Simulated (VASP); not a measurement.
A run of VASP 6.6.1 is set up as follows.

INCAR

```
SYSTEM = SiC
ALGO = Normal ; EDIFF = 1E-6
ENCUT = 520 ; GGA = PE
ISIF = 2 ; ISMEAR = -1
LASPH = .True. ; LCHARG = .False.
LREAL = .False. ; LWAVE = .False.
NBANDS = 16 ; NELM = 60
PREC = Accurate ; SIGMA = 0.02
```

Contents of KPOINTS:

```
k-points
0
Gamma
  12 12 6
  0 0 0
```

The input POSCAR:

```
SiC
1.0
    3.0753564236      0.0607382894      0.0000000000
   -1.4850773102      2.6329676438      0.0000000000
    0.0000000000      0.0000000000      5.0481087552
Si C
2 2
Direct
    0.3327138883      0.6665824148      0.4996034043
    0.6672861117      0.3334175852      0.9996034043
    0.3280768777      0.6671258015      0.8753965957
    0.6719231223      0.3328741985      0.3753965957
```

Potentials or basis: VASP PAW PBE potentials, release 64 (Si, C).

Command:

```sh
$ cat potpaw_PBE.64/Si/POTCAR potpaw_PBE.64/C/POTCAR > POTCAR
$ mpirun -np 1 vasp_std > vasp.out
```

**Question.** Predict the pressure.

**Answer.** 3.6 GPa.

**Question.** Predict the largest force.

**Answer.** 0.027 eV/Å.

Forces on the atoms (eV/Å):
```
Si  -0.020  0.003  0.007
Si   0.020 -0.003  0.007
C   -0.026  0.000 -0.007
C    0.026  0.000 -0.007
```

Caveat: the cell differs from its parent crystal (shear xy strain +4.0%); the cell stands under pressure.
